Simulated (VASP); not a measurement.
Wanted: the native input for a VASP 6.6.1 run.

```
Task                   : single point
Functional             : r2SCAN
Dispersion             : rVV10
Potentials or basis    : VASP PAW PBE potentials, release 64 (Pt, Se)
Cutoff                 : 520 eV
k mesh                 : 6 × 6 × 8
Occupations            : fermi-dirac, width 0.03 eV
Spin                   : no spin polarisation
Dipole correction      : no
Further INCAR settings : ALGO = Normal; EDIFF = 1e-06; NBANDS = 31
```

PtSe2:

```xyz
6
Lattice="5.7132 0.0000 0.0000 0.0000 5.7132 0.0000 0.0000 0.0000 3.9759" Properties=species:S:1:pos:R:3 pbc="T T T"
Pt    0.0000    0.0000    0.0000
Pt    2.8566    2.8566    1.9880
Se    1.7657    1.7657    0.0000
Se    1.0909    4.6223    1.9880
Se    4.6223    1.0909    1.9880
Se    3.9475    3.9475    0.0000
```

These files were run (other wordings do the same):

POSCAR

```
PtSe2
1.0
    5.7132402929      0.0000000000      0.0000000000
    0.0000000000      5.7132402929      0.0000000000
    0.0000000000      0.0000000000      3.9759452823
Pt Se
2 4
Direct
    0.0000000000      0.0000000000      0.0000000000
    0.5000000000      0.5000000000      0.5000000000
    0.3090590706      0.3090590706      0.0000000000
    0.1909409294      0.8090590706      0.5000000000
    0.8090590706      0.1909409294      0.5000000000
    0.6909409294      0.6909409294      0.0000000000
```

INCAR.step1

```
ALGO = Normal
EDIFF = 1E-4
ENCUT = 520
GGA = PE
ISMEAR = -1
LASPH = True
LCHARG = False
LREAL = False
LWAVE = True
NBANDS = 31
NELM = 80
PREC = Accurate
SIGMA = 0.03
```

INCAR.step2

```
ALGO = Normal
BPARAM = 11.95
CPARAM = 0.0093
EDIFF = 1E-6
ENCUT = 520
ISIF = 2
ISMEAR = -1
ISTART = 1
IVDW_NL = 2
LASPH = True
LCHARG = False
LMIXTAU = True
LREAL = False
LUSE_VDW = True
LWAVE = False
METAGGA = R2SCAN
NBANDS = 31
NELM = 80
PREC = Accurate
SIGMA = 0.03
```

KPOINTS

```
k-points
0
Gamma
  6 6 8
```

Potentials or basis: VASP PAW PBE potentials, release 64 (Pt, Se).

The run is started by

```sh
$ cat potpaw_PBE.64/Pt/POTCAR potpaw_PBE.64/Se/POTCAR > POTCAR
$ cp INCAR.step1 INCAR
$ mpirun -np 1 vasp_std > vasp.out
$ cp INCAR.step2 INCAR
$ mpirun -np 1 vasp_std > vasp.out
```

Results of the run:

* Pressure: 0.2 GPa
* Largest force: 0.030 eV/Å
* Band gap on the k mesh: zero (band 22 reaches 5.14 eV, above the bottom of band 23 at 4.64 eV)

Caveat: the PAW data sets were made with another functional, which shifts forces and pressure a little; spin-orbit coupling is left out, which moves the levels of the heavy elements.

It took 5.8 min on 1 thread of Intel(R) Xeon(R) 6975P-C (Granite Rapids) (shared host), peak memory 0.54 GiB.
